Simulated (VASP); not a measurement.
Crystal: CdS (Hawleyite).

```
Cd S
1.0
     4.12455    0.00000    0.00000
     2.06228    3.57197    0.00000
     2.06228    1.19066    3.36768
Cd S
1 1
Direct
  0.00000 0.00000 0.00000
  0.25000 0.25000 0.25000
```

```yaml
Program: VASP 6.6.1
Task: relaxation of cell and atoms
Functional: PBE
Potentials_or_basis: VASP PAW PBE potentials, release 64 (Cd, S)
Cutoff: 600 eV
k_mesh: 6 × 6 × 6
Occupations: methfessel-paxton, width 0.1 eV
Spin: no spin polarisation
```

At the start: pressure 3.2 GPa; volume 24.81 Å³/atom.

Question: Where does the relaxation end?

Answer: Over 5 steps the energy falls by 12.7 meV/atom and the volume is 26.14 Å³/atom (+5.4 %); space group F-43m (No. 216, to 0.05 Å).

Step by step:
```
step  energy change (eV)  largest force (eV/Å)  pressure (GPa)  volume (Å³)
   1              0.0000                0.0000            3.19        49.62
   2             -0.0227                0.0000           -0.91        53.24
   3             -0.0254                0.0000            0.03        52.30
   4             -0.0254                0.0000           -0.05        52.35
   5             -0.0254                0.0000           -0.01        52.29
```

Final structure:
```yaml
crystal:
  lattice:
    - [4.19735, 0.00000, 0.00000]
    - [2.09867, 3.63501, 0.00000]
    - [2.09867, 1.21167, 3.42712]
  atoms:
    - { symbol: Cd, position: [0.00000, 0.00000, 0.00000] }
    - { symbol: S, position: [0.25000, 0.25000, 0.25000] }
```
